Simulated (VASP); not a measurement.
Wanted: the native input for a VASP 6.6.1 run.

```yaml
Task: single point
Functional: PBE
Potentials_or_basis: VASP PAW PBE potentials, release 64 (Ga_d, P)
Cutoff: 520 eV
k_mesh: 6 × 6 × 6
Occupations: gaussian, width 0.1 eV
Spin: no spin polarisation
Dipole_correction: no
Further_INCAR_settings: ALGO = Normal; EDIFF = 1e-07; NBANDS = 16
```

The structure of GaP lies in POSCAR:

```
GaP
1.0
   -2.1776593800      2.1776593800      1.9691584800
    2.1776593800     -2.1776593800      1.9691584800
    2.1776593800      2.1776593800     -1.9691584800
Ga P
1 1
Direct
    0.0000000000      0.0000000000      0.0000000000
    0.5000000000      0.5000000000      0.0000000000
```

The cell was built from a structure type or drawn by symmetry, and may not be a known phase.

The input as run:

INCAR

```
SYSTEM = GaP
ALGO = Normal
EDIFF = 1E-7
ENCUT = 520
GGA = PE
ISIF = 2
ISMEAR = 0
LASPH = .TRUE.
LCHARG = .FALSE.
LREAL = .FALSE.
LWAVE = .FALSE.
NBANDS = 16
NELM = 80
PREC = Accurate
SIGMA = 0.1
```

KPOINTS

```
k-points
0
G
  6 6 6
  0 0 0
```

Potentials or basis: VASP PAW PBE potentials, release 64 (Ga_d, P).

Launch:

```bash
$ cat potpaw_PBE.64/Ga_d/POTCAR potpaw_PBE.64/P/POTCAR > POTCAR
$ mpirun -np 1 vasp_std > vasp.out
```

Results of the run:

The pressure is 29.3 GPa and the band gap on the k mesh is zero (bands 9 and 10 overlap by 2.52 eV).

Caveat: the cell stands under pressure.

Run time: 9 s on 1 thread of Intel(R) Xeon(R) 6975P-C (Granite Rapids), with other jobs on the host, peak memory 0.16 GiB.
